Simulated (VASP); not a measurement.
Wanted: the native input for a VASP 6.6.1 run.

| Quantity | Value |
| --- | --- |
| Task | single point |
| Functional | PBE |
| Dispersion | D3(BJ) |
| Potentials or basis | VASP PAW PBE potentials, release 64 (Pb_d, S) |
| Cutoff | 500 eV |
| k mesh | 6 × 6 × 6 |
| Occupations | gaussian, width 0.05 eV |
| Spin | no spin polarisation |
| Dipole correction | no |
| Further INCAR settings | ALGO = Normal; EDIFF = 1e-06; NBANDS = 17 |

The structure of PbS lies in POSCAR:

```
PbS
1.0
    3.6054132515      0.0000000000      0.0000000000
    0.0000000000      3.6054132515      0.0000000000
    0.0000000000      0.0000000000      3.6054132515
Pb S
1 1
Direct
    0.0000000000      0.0000000000      0.0000000000
    0.5000000000      0.5000000000      0.5000000000
```

These files were run (other wordings do the same):

INCAR

```
PREC = Accurate
ENCUT = 500
EDIFF = 1E-6
ISMEAR = 0
SIGMA = 0.05
LREAL = F
LASPH = T
NELM = 120
ALGO = Normal
ISIF = 2
LWAVE = F
LCHARG = T
GGA = PE
IVDW = 12
LELF = T
LVHAR = T
NBANDS = 17
GGA_COMPAT = F
```

KPOINTS

```
regular mesh
0
Gamma
  6 6 6
```

Potentials or basis: VASP PAW PBE potentials, release 64 (Pb_d, S).

Command:

```bash
$ cat potpaw_PBE.64/Pb_d/POTCAR potpaw_PBE.64/S/POTCAR > POTCAR
$ mpirun -np 1 vasp_std > vasp.out
```

It gave:

* Pressure: -0.1 GPa
* Band gap on the k mesh: zero (band 10 reaches 6.65 eV, above the bottom of band 11 at 6.00 eV)
* Dispersion energy per atom: -0.389 eV

Caveat: spin-orbit coupling is left out, which moves the levels of the heavy elements; pairwise dispersion overbinds metals, which lowers pressure and volume.

It took 15 s on 1 thread of AMD EPYC 9R45 (Zen 5), on a shared host, peak memory 0.14 GiB.
